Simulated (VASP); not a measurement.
# InPd (Pm-3m) in VASP: a series of runs

Runs on InPd. Level: PBEsol. Tasks: relaxation of cell and atoms.

Everything below comes from runs of VASP 6.6.1. Logs are shortened: lines on timing, memory, paths and dates and some standing lists are left out, and cuts for length are marked.

## (1) The cell of the first run

Symmetry: Pm-3m, No. 221, cubic system. Conventional cell: a = 3.270 Å, b = 3.270 Å, c = 3.270 Å, α = 90.00°, β = 90.00°, γ = 90.00°. In (site symmetry m-3m) has 8 Pd at 2.83 Å and 6 In at 3.27 Å within 3.7 Å. Within 3.7 Å of Pd (site symmetry m-3m) lie 8 In at 2.83 Å and 6 Pd at 3.27 Å.

## (2) Relaxation of cell and atoms, PBEsol, target pressure 5 GPa, at which the enthalpy is minimised

Contents of INCAR:

```
SYSTEM = InPd
PREC     = Accurate       ! precision mode
ENCUT    = 600            ! plane-wave cutoff, eV
EDIFF    = 1E-7           ! SCF threshold, eV
ISMEAR   = 1              ! smearing method
SIGMA    = 0.1            ! smearing width, eV
LREAL    = .FALSE.        ! projectors in reciprocal space
LASPH    = .TRUE.         ! aspherical terms in the spheres
NELM     = 100            ! most SCF steps
ALGO     = Normal         ! electronic algorithm
ISIF     = 3              ! what is computed and relaxed
LWAVE    = .FALSE.        ! write WAVECAR
LCHARG   = .FALSE.        ! write CHGCAR
GGA      = PS             ! functional
IBRION   = 2              ! ionic algorithm
NSW      = 80             ! ionic steps
EDIFFG   = -0.02          ! ionic threshold
PSTRESS  = 50.0
```

Contents of KPOINTS:

```
Automatic mesh
0
G
  7 7 7
  0 0 0
```

Contents of POSCAR:

```
InPd
1.0
    3.2700000000      0.0000000000      0.0000000000
    0.0000000000      3.2700000000      0.0000000000
    0.0000000000      0.0000000000      3.2700000000
In Pd
1 1
Direct
    0.0000000000      0.0000000000      0.0000000000
    0.5000000000      0.5000000000      0.5000000000
```

Potentials or basis: VASP PAW PBE potentials, release 64 (In_d, Pd).

The run is started by

```console
$ cat potpaw_PBE.64/In_d/POTCAR potpaw_PBE.64/Pd/POTCAR > POTCAR
$ mpirun -np 1 vasp_std > vasp.out
```

OUTCAR:

```text
SYSTEM = InPd
   PREC = Accurate
   ENCUT = 600
   EDIFF = 1E-7
   ISMEAR = 1
   LREAL = .FALSE.
   LASPH = .TRUE.
   NELM = 100
   ISIF = 3
   GGA = PS
   IBRION = 2
   NSW = 80
   EDIFFG = -0.02
   PSTRESS = 50.0

 ion  position               nearest neighbor table
   1  0.000  0.000  0.000-   2 2.83   2 2.83   2 2.83   2 2.83   2 2.83   2 2.83   2 2.83   2 2.83

   2  0.500  0.500  0.500-   1 2.83   1 2.83   1 2.83   1 2.83   1 2.83   1 2.83   1 2.83   1 2.83

  LATTYP: Found a simple cubic cell.
 ALAT       =     3.2700000000

  Lattice vectors:

 A1 = (   3.2700000000,   0.0000000000,   0.0000000000)
 A2 = (   0.0000000000,   3.2700000000,   0.0000000000)
 A3 = (   0.0000000000,   0.0000000000,   3.2700000000)

Analysis of symmetry for initial positions (statically):
=====================================================================
 Subroutine PRICEL returns:
 Original cell was already a primitive cell.

 Routine SETGRP: Setting up the symmetry group for a
 simple cubic supercell.

 Subroutine GETGRP returns: Found 48 space group operations
 (whereof 48 operations were pure point group operations)
 out of a pool of 48 trial point group operations.

The static configuration has the point symmetry O_h .

Analysis of symmetry for dynamics (positions and initial velocities):
=====================================================================
 Subroutine PRICEL returns:
 Original cell was already a primitive cell.

 Routine SETGRP: Setting up the symmetry group for a
 simple cubic supercell.

 Subroutine GETGRP returns: Found 48 space group operations
 (whereof 48 operations were pure point group operations)
 out of a pool of 48 trial point group operations.

The dynamic configuration has the point symmetry O_h .

 Subroutine INISYM returns: Found 48 space group operations
 (whereof 48 operations are pure point group operations),
 and found     1 'primitive' translations

----------------------------------------------------------------------------------------

                                     Primitive cell

  volume of cell :      34.9658

  direct lattice vectors                    reciprocal lattice vectors
     3.270000000  0.000000000  0.000000000     0.305810398  0.000000000  0.000000000
     0.000000000  3.270000000  0.000000000     0.000000000  0.305810398  0.000000000
     0.000000000  0.000000000  3.270000000     0.000000000  0.000000000  0.305810398

  length of vectors
     3.270000000  3.270000000  3.270000000     0.305810398  0.305810398  0.305810398

  position of ions in fractional coordinates (direct lattice)
     0.000000000  0.000000000  0.000000000
     0.500000000  0.500000000  0.500000000

  ion indices of the primitive-cell ions
   primitive index   ion index
                 1           1
                 2           2

----------------------------------------------------------------------------------------

 KPOINTS: Automatic mesh

Automatic generation of k-mesh.
 Grid dimensions read from file:
 generate k-points for:    7    7    7

 Generating k-lattice:

  Cartesian coordinates                     Fractional coordinates (reciprocal lattice)
     0.043687200  0.000000000  0.000000000     0.142857143  0.000000000  0.000000000
     0.000000000  0.043687200  0.000000000     0.000000000  0.142857143  0.000000000
     0.000000000  0.000000000  0.043687200     0.000000000  0.000000000  0.142857143

  Length of vectors
     0.043687200  0.043687200  0.043687200

  Shift w.r.t. Gamma in fractional coordinates (k-lattice)
     0.000000000  0.000000000  0.000000000

 Subroutine IBZKPT returns following result:
 ===========================================

 Found     20 irreducible k-points:

 Following reciprocal coordinates:
            Coordinates               Weight
  0.000000  0.000000  0.000000      1.000000
  0.142857  0.000000  0.000000      6.000000
  0.285714  0.000000  0.000000      6.000000
  0.428571  0.000000  0.000000      6.000000
  0.142857  0.142857  0.000000     12.000000
  0.285714  0.142857  0.000000     24.000000
[... 12 lines left out ...]
  0.428571  0.428571  0.285714     24.000000
  0.428571  0.428571  0.428571      8.000000
   k-points           NKPTS =     20   k-points in BZ     NKDIM =     20   number of bands    NBANDS=     15
   number of dos      NEDOS =    301   number of ions     NIONS =      2
   total plane-waves  NPLWV =  21952
   dimension x,y,z NGX =    28 NGY =   28 NGZ =   28
   dimension x,y,z NGXF=    56 NGYF=   56 NGZF=   56
   ions per type =               1   1
   NGX,Y,Z   is equivalent  to a cutoff of  14.24, 14.24, 14.24 a.u.
   NGXF,Y,Z  is equivalent  to a cutoff of  28.47, 28.47, 28.47 a.u.
 SYSTEM =  InPd
   PREC   = accura    normal or accurate (medium, high low for compatibility)
   ISTART =      0    job   : 0-new  1-cont  2-samecut
   ICHARG =      2    charge: 1-file 2-atom 10-const
   ISPIN  =      1    spin polarized calculation?
   LNONCOLLINEAR =      F non collinear calculations
   LSORBIT =      F    spin-orbit coupling
   LASPH  =      T    aspherical Exc in radial PAW
   ENCUT  =  600.0 eV  44.10 Ry    6.64 a.u.   6.53  6.53  6.53*2*pi/ulx,y,z
   NELM   =    100;   NELMIN=  2; NELMDL= -5     # of ELM steps
   EDIFF  = 0.1E-06   stopping-criterion for ELM
   LREAL  =      F    real-space projection
   EDIFFG = -.2E-01   stopping-criterion for IOM
   NSW    =     80    number of steps for IOM
   IBRION =      2    ionic relax: 0-MD 1-quasi-New 2-CG
   NFREE  =      1    steps in history (QN), initial steepest desc. (CG)
   ISIF   =      3    stress and relaxation
   ISYM   =      2    0-nonsym 1-usesym 2-fastsym
   POTIM  = 0.5000    time-step for ionic-motion
   TEBEG  =    0.0;   TEEND  =   0.0 temperature during run
   PSTRESS=   50.0 pullay stress
   NELECT =      23.0000    total number of electrons
   NUPDOWN=      -1.0000    fix difference up-down
   EMIN   =  10.00;   EMAX   =-10.00  energy-range for DOS
   EFERMI =   0.00;   METHOD = LEGACY
   ISMEAR =     1;   SIGMA  =   0.10  broadening in eV -4-tet -1-fermi 0-gaus
   EFERMI_NEDOS =   21; number of points for ismear=-14 and -15
   IALGO  =     38    algorithm
   IMIX   =      4    mixing-type and parameters
     AMIX     =   0.40;   BMIX     =  1.00
     AMIX_MAG =   1.60;   BMIX_MAG =  1.00
  volume/ion in A,a.u.               =      17.48       117.98
  Fermi-wavevector in a.u.,A,eV,Ry     =   1.423759  2.690514 27.580214  2.027089
  Thomas-Fermi vector in A             =   2.544322
   LORBIT       =      0    0 simple, 1 ext, 2 COOP (PROOUT), +10 PAW based schemes
   GGA     = PS    functional components
   LHFCALC =     F    Hartree Fock is set to
   AEXX    =    0.0000 exact exchange contribution
   IVDW    =     0    specifies the selected vdW correction
   LEPSILON=     F    determine dielectric tensor
   LRPA    =     F    only Hartree local field effects (RPA)
 conjugate gradient relaxation of ions
 non-spin polarized calculation
 Methfessel and Paxton  Order N= 1 SIGMA  =   0.10
  energy-cutoff  :      600.00
  volume of cell :       34.97
 maximum number of plane-waves:      1189
 NGX is ok and might be reduce to    28
   NGX = 13   NGY = 13   NGZ = 13

--------------------------------------- Ionic step        1  -------------------------------------------

 number of electron      23.0000010 magnetization

 Free energy of the ion-electron system (eV)
  ---------------------------------------------------
  ext. energy  EPLUGINS =         0.00000000
  ---------------------------------------------------
  free energy    TOTEN  =       -10.00797895 eV

  energy without entropy =      -10.00676975  energy(sigma->0) =      -10.00757589

------------------------ aborting loop because EDIFF is reached ----------------------------------------

  FORCE on cell =-STRESS in cart. coord.  units (eV):
  Direction    XX          YY          ZZ          XY          YZ          ZX
  --------------------------------------------------------------------------------------
  -------------------------------------------------------------------------------------
  Total       -0.4700160     -0.4700160     -0.4700160      0.0000000      0.0000000      0.0000000
  in kB      -21.5367388    -21.5367388    -21.5367388      0.0000000      0.0000000      0.0000000
  external PRESSURE =     -71.5367388 kB  Pullay stress =      50.0000000 kB

 VOLUME and BASIS-vectors are now :
 -----------------------------------------------------------------------------
  energy-cutoff  :      600.00
  volume of cell :       34.97
      direct lattice vectors                 reciprocal lattice vectors
     3.270000000  0.000000000  0.000000000     0.305810398  0.000000000  0.000000000
     0.000000000  3.270000000  0.000000000     0.000000000  0.305810398  0.000000000
     0.000000000  0.000000000  3.270000000     0.000000000  0.000000000  0.305810398
[... 46 lines left out ...]
  FREE ENERGIE OF THE ION-ELECTRON SYSTEM (eV)
  ---------------------------------------------------
  free  energy   TOTEN  =        -9.8619319006 eV

  energy  without entropy=       -9.8592694335  energy(sigma->0) =       -9.86104441

  enthalpy is  TOTEN    =        -8.8894302999 eV   P V=        0.9725016007

--------------------------------------- Ionic step        3  -------------------------------------------

 number of electron      22.9999991 magnetization

 Free energy of the ion-electron system (eV)
  ---------------------------------------------------
  ext. energy  EPLUGINS =         0.00000000
  ---------------------------------------------------
  free energy    TOTEN  =        -9.99548521 eV

  energy without entropy =       -9.99278596  energy(sigma->0) =       -9.99458546

 E-fermi :  11.4663     XC(G=0): -12.7111

 val. band max:       11.1238376938   @ k =   0.2857   0.0000   0.0000
 cond. band min:      11.4957187502   @ k =   0.4286   0.2857   0.2857
 fundamental gap:      0.3718810564
 Fermi energy:        11.4663132307

 k-point     1 :       0.0000    0.0000    0.0000
  band No.  band energies     occupation
      1      -3.8467      2.00000
      2      -3.8467      2.00000
      3      -3.3626      2.00000
      4      -3.3626      2.00000
      5      -3.3626      2.00000
      6       0.6056      2.00000
      7       7.0937      2.00000
      8       7.0937      2.00000
      9       8.7831      2.00000
     10       8.7831      2.00000
     11       8.7831      2.00000
     12      15.4314      0.00000
     13      15.4314      0.00000
     14      15.4314      0.00000
     15      21.2590      0.00000
[... 362 lines left out ...]
 POSITION                                       TOTAL-FORCE (eV/Angst)
 -----------------------------------------------------------------------------------
      0.00000      0.00000      0.00000        -0.000000     -0.000000      0.000000
      1.60689      1.60689      1.60689         0.000000      0.000000      0.000000
 -----------------------------------------------------------------------------------
    total drift:                                0.000000      0.000000      0.000000

  FREE ENERGIE OF THE ION-ELECTRON SYSTEM (eV)
  ---------------------------------------------------
  free  energy   TOTEN  =        -9.9954852061 eV

  energy  without entropy=       -9.9927859576  energy(sigma->0) =       -9.99458546

  enthalpy is  TOTEN    =        -8.9596097242 eV   P V=        1.0358754818

 reached required accuracy - stopping structural energy minimisation
```

It took 59 s on 1 thread of Intel Xeon 8259CL, shared host; peak memory 0.17 GiB.

What came out:

```yaml
Free_energy: -9.9955 eV
Relaxed_volume: 16.60 Å³/atom
Relaxed_cell: a = 3.214 Å, b = 3.214 Å, c = 3.214 Å, α = 90.00°, β = 90.00°, γ = 90.00°
Space_group_after_relaxing_to_0.05_Å: Pm-3m (No. 221)
Energy_change_on_relaxing_the_enthalpy_is_what_falls: +6.2 meV/atom
Ionic_steps: 3
Pressure_after_relaxing: 4.8 GPa
```

The path:
```csv
step,energy change (eV),largest force (eV/Å),pressure (GPa),volume (Å³)
1,0.0000,0.0000,-2.15,34.97
2,0.1460,0.0000,17.04,31.16
3,0.0125,0.0000,4.84,33.19
```

Final structure:
```xyz
2
Lattice="3.2138 0.0000 0.0000 0.0000 3.2138 0.0000 0.0000 0.0000 3.2138" Properties=species:S:1:pos:R:3 pbc="T T T"
In    0.0000    0.0000    0.0000
Pd    1.6069    1.6069    1.6069
```

Levels at points of the mesh, in eV from the Fermi level:
```
           k point  band 7  band 8  band 9  band 10  band 11  band 12  band 13  band 14  band 15
(0.00, 0.00, 0.00)   -4.37   -4.37   -2.68    -2.68    -2.68     3.97     3.97     3.97     9.79
```

Caveat: the cell is relaxed towards a set pressure, so the enthalpy falls and the energy may rise; the PAW data sets were made with another functional, which shifts forces and pressure a little; spin-orbit coupling is left out, which moves the levels of the heavy elements.

## (3) Relaxation of cell and atoms, PBEsol, target pressure 10 GPa, at which the enthalpy is minimised

Contents of INCAR:

```
SYSTEM = InPd
  PREC = Accurate
  ENCUT = 600
  EDIFF = 1E-7
  ISMEAR = 1
  SIGMA = 0.1
  LREAL = .FALSE.
  LASPH = .TRUE.
  NELM = 100
  ALGO = Normal
  ISIF = 3
  LWAVE = .FALSE.
  LCHARG = .FALSE.
  GGA = PS
  IBRION = 2
  NSW = 80
  EDIFFG = -0.02
  PSTRESS = 100.0
```

Contents of KPOINTS:

```
regular mesh
0
G
  7 7 7
  0 0 0
```

POSCAR is that of step 2.

Potentials or basis: VASP PAW PBE potentials, release 64 (In_d, Pd).

The run is started by

```console
$ cat potpaw_PBE.64/In_d/POTCAR potpaw_PBE.64/Pd/POTCAR > POTCAR
$ mpirun -np 1 vasp_std > vasp.out
```

Wall time 74 s (1 thread of Intel Xeon 8259CL, shared host); peak memory 0.17 GiB.

Results (log left out):

| Property | Result |
| --- | --- |
| Free energy | -9.9525 eV |
| Relaxed volume | 16.12 Å³/atom |
| Relaxed cell | a = 3.183 Å, b = 3.183 Å, c = 3.183 Å, α = 90.00°, β = 90.00°, γ = 90.00° |
| Space group after relaxing (to 0.05 Å) | Pm-3m (No. 221) |
| Energy change on relaxing (the enthalpy is what falls) | +27.7 meV/atom |
| Ionic steps | 4 |
| Pressure after relaxing | 9.9 GPa |

Step by step:
```tsv
step	energy change (eV)	largest force (eV/Å)	pressure (GPa)	volume (Å³)
1	0.0000	0.0000	-2.15	34.97
2	0.5735	0.0000	39.75	28.67
3	0.0508	0.0000	9.46	32.32
4	0.0555	0.0000	9.93	32.25
```

Final structure:
```
CELL_PARAMETERS angstrom
3.18299 0.00000 0.00000
0.00000 3.18299 0.00000
0.00000 0.00000 3.18299
ATOMIC_POSITIONS crystal
In 0.00000 0.00000 0.00000
Pd 0.50000 0.50000 0.50000
```

Levels at points of the mesh, in eV from the Fermi level:
```
           k point  band 7  band 8  band 9  band 10  band 11  band 12  band 13  band 14  band 15
(0.00, 0.00, 0.00)   -4.55   -4.55   -2.78    -2.78    -2.78     3.99     3.99     3.99    10.17
```

Caveat: the cell is relaxed towards a set pressure, so the enthalpy falls and the energy may rise; the PAW data sets were made with another functional, which shifts forces and pressure a little; spin-orbit coupling is left out, which moves the levels of the heavy elements.

## (4) Relaxation of cell and atoms, PBEsol, target pressure 20 GPa, at which the enthalpy is minimised

Contents of INCAR:

```
ALGO = Normal
EDIFF = 1E-6
EDIFFG = -0.02
ENCUT = 600
GGA = PS
IBRION = 2
ISIF = 3
ISMEAR = 1
LASPH = True
LCHARG = False
LREAL = False
LWAVE = False
NELM = 100
NSW = 80
PREC = Accurate
PSTRESS = 200.0
SIGMA = 0.1
```

Contents of KPOINTS:

```
k-points
0
Gamma
  7 7 7
```

POSCAR is that of step 3.

The run is started by

```console
$ cat potpaw_PBE.64/In_d/POTCAR potpaw_PBE.64/Pd/POTCAR > POTCAR
$ mpirun -np 1 vasp_std > vasp.out
```

Run time: 80 s. Hardware: 1 thread of Intel Xeon 8259CL, shared host; peak memory 0.17 GiB.

Results (log left out):

```yaml
Free_energy: -9.8144 eV
Relaxed_volume: 15.38 Å³/atom
Relaxed_cell: a = 3.133 Å, b = 3.133 Å, c = 3.133 Å, α = 90.00°, β = 90.00°, γ = 90.00°
Space_group_after_relaxing_to_0.05_Å: Pm-3m (No. 221)
Energy_change_on_relaxing_the_enthalpy_is_what_falls: +96.8 meV/atom
Ionic_steps: 5
Pressure_after_relaxing: 20.1 GPa
```

The path:
```
step  energy change (eV)  largest force (eV/Å)  pressure (GPa)  volume (Å³)
   1              0.0000                0.0000           -2.16        34.97
   2              2.7217                0.0000          123.05        24.10
   3              0.1564                0.0000           17.74        31.07
   4              0.1804                0.0000           19.22        30.86
   5              0.1935                0.0000           20.08        30.75
```

Final structure:
```cif
data_structure
_symmetry_space_group_name_H-M 'P 1'
_symmetry_Int_Tables_number 1
_cell_length_a 3.1330
_cell_length_b 3.1330
_cell_length_c 3.1330
_cell_angle_alpha 90.000
_cell_angle_beta 90.000
_cell_angle_gamma 90.000
_cell_volume 30.75
loop_
_atom_site_label
_atom_site_type_symbol
_atom_site_fract_x
_atom_site_fract_y
_atom_site_fract_z
_atom_site_occupancy
In1 In 0.00000 0.00000 0.00000 1
Pd1 Pd 0.50000 0.50000 0.50000 1
```

Levels at points of the mesh, in eV from the Fermi level:
```tsv
k point	band 8	band 9	band 10	band 11	band 12	band 13	band 14	band 15
(0.00, 0.00, 0.00)	-4.85	-2.94	-2.94	-2.94	4.03	4.03	4.03	10.81
```

Caveat: the cell is relaxed towards a set pressure, so the enthalpy falls and the energy may rise; the PAW data sets were made with another functional, which shifts forces and pressure a little; spin-orbit coupling is left out, which moves the levels of the heavy elements.

## (5) Summary

| cell | gap on the mesh (eV) | pressure (GPa) |
| --- | --- | --- |
| relaxed to 5 GPa | none | 4.8 |
| relaxed to 10 GPa | none | 9.9 |
| relaxed to 20 GPa | none | 20.1 |

Alike in all rows: task relaxation of cell and atoms; level PBEsol; potentials or basis VASP PAW PBE potentials, release 64 (In_d, Pd); no spin polarisation; k mesh 7 × 7 × 7; cutoff (eV) 600; smearing methfessel-paxton 0.1 eV.

Caveats: the cell is relaxed towards a set pressure, so the enthalpy falls and the energy may rise; the PAW data sets were made with another functional, which shifts forces and pressure a little; spin-orbit coupling is left out, which moves the levels of the heavy elements.

Absolute energies hang on the potentials; compare differences alone.
